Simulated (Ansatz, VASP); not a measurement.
**Two plane-wave programs on NaF**

```xyz
2
Lattice="0.0000 2.2512 2.2512 2.2512 0.0000 2.2512 2.2512 2.2512 0.0000" Properties=species:S:1:pos:R:3 pbc="T T T"
Na    0.0000    0.0000    0.0000
F     2.2512    2.2512    2.2512
```

Change from the starting cell: hydrostatic strain -2.0%.

Alike in both runs: task single point; functional HSE06; k mesh 6 × 6 × 6; no spin polarisation.

|  | VASP | Ansatz |
| --- | --- | --- |
| version | VASP 6.6.1 | Ansatz 0.2.0 |
| potentials or method | VASP PAW PBE potentials, release 64 (Na_pv, F) | plane waves, PAW |
| plane-wave cutoff (eV) | 520 | 420 |
| occupations | gaussian, width 0.01 eV | fixed |
| valence electrons in the cell | 14 | 16 |

VASP gave:

```
gap on the k mesh at the Fermi level (eV) : 8.99
pressure (GPa)                            : 5.6
```

Question: What did Ansatz give for the same quantities?

Answer: gap on the k mesh at the Fermi level (eV): 9.02; pressure (GPa): 5.4.

VASP's potentials hold 14 valence electrons a cell and Ansatz's 16, so a difference there can come from the potentials and not from the codes. Ansatz's warnings: stress exchange threshold loose, stress scf threshold loose.
